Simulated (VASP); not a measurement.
LiH: single point with PBE

LiH:

```
Li H
1.0
     0.00000    1.88616    1.99847
     1.88616    0.00000    1.99847
     1.88616    1.88616    0.00000
Li H
1 1
Direct
  0.00000 0.00000 0.00000
  0.50000 0.50000 0.50000
```

This cell differs from its parent crystal: biaxial xy strain -5.6%.

```yaml
Program: VASP 6.6.1
Task: single point
Functional: PBE
Potentials_or_basis: VASP PAW PBE potentials, release 64 (Li_sv, H)
Cutoff: 520 eV
k_mesh: 6 × 6 × 6
Occupations: gaussian, width 0.01 eV
Spin: no spin polarisation
```

```yaml
Band_gap_on_the_k_mesh: 2.17 eV, indirect (least direct gap 2.65 eV)
```

Levels at points of the mesh, in eV from the valence-band top:
| k point | band 1 | band 2 | band 3 | band 4 | band 5 | band 6 | band 7 |
| --- | --- | --- | --- | --- | --- | --- | --- |
| (0.00, 0.00, 0.00) | -44.37 | -6.07 | 17.50 | 18.90 | 18.90 | 19.40 | 23.81 |
| (0.50, 0.00, 0.00) | -44.29 | -3.17 | 5.09 | 14.34 | 17.25 | 18.15 | 19.47 |
| (0.50, 0.50, 0.00) | -44.28 | -0.47 | 2.17 | 11.97 | 11.97 | 15.28 | 19.33 |
| (0.50, 0.00, 0.50) | -44.26 | 0.00 | 3.01 | 10.71 | 11.24 | 14.32 | 18.79 |

It took 4.2 s on 1 thread of Intel(R) Xeon(R) Platinum 8259CL CPU @ 2.50GHz (Skylake/Cascade Lake), on a shared host, peak memory 0.11 GiB.

Caveat: the k points lie up to 0.47 Å⁻¹ apart; the cell differs from its parent crystal (biaxial xy strain -5.6%). A k mesh can miss the band edges.
